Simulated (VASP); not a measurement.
SiNi:

```
CELL_PARAMETERS angstrom
4.50369 0.00000 0.00000
0.00000 4.50369 0.00000
0.00000 0.00000 4.50369
ATOMIC_POSITIONS crystal
Ni 0.14950 0.14950 0.14950
Ni 0.64950 0.35050 0.85050
Ni 0.85050 0.64950 0.35050
Ni 0.35050 0.85050 0.64950
Si 0.84683 0.84683 0.84683
Si 0.34683 0.65317 0.15317
Si 0.15317 0.34683 0.65317
Si 0.65317 0.15317 0.34683
```

Base run:

- Program: VASP 6.6.1
- Functional: PBEsol
- Potentials or basis: VASP PAW PBE potentials, release 64 (Ni, Si)
- Cutoff: 520 eV
- k mesh: 6 × 6 × 6
- Occupations: fermi-dirac, width 0.05 eV
- Spin: collinear spin, ferromagnetic start
- Starting moments: [1.0, 1.0, 1.0, 1.0, 0.0, 0.0, 0.0, 0.0] μB
- Hubbard terms: Ni d U = 1.0 eV

Its results: band gap on the k mesh zero (filled and empty bands overlap); pressure -6.1 GPa; net moment 0.00 μB per cell; largest force 0.067 eV/Å.

**Question.** After a change of settings the same cell gave: band gap on the k mesh zero (filled and empty bands overlap); pressure -13.2 GPa; net moment 0.00 μB per cell; largest force 0.173 eV/Å. Which change was it?
A. hubbard terms from Ni d U = 1.0 eV to Ni d U = 6.0 eV
B. hubbard terms from Ni d U = 1.0 eV to Ni d U = 3.0 eV; further incar settings from ALGO = Normal; EDIFF = 1e-07; NBANDS = 42 to ALGO = Normal; EDIFF = 1e-06; NBANDS = 42
C. hubbard terms from Ni d U = 1.0 eV to Ni d U = 5.0 eV

**Answer.** C.

Caveats: the PAW data sets were made with another functional, which shifts forces and pressure a little; the U is typed as a test and isn't derived for this compound.
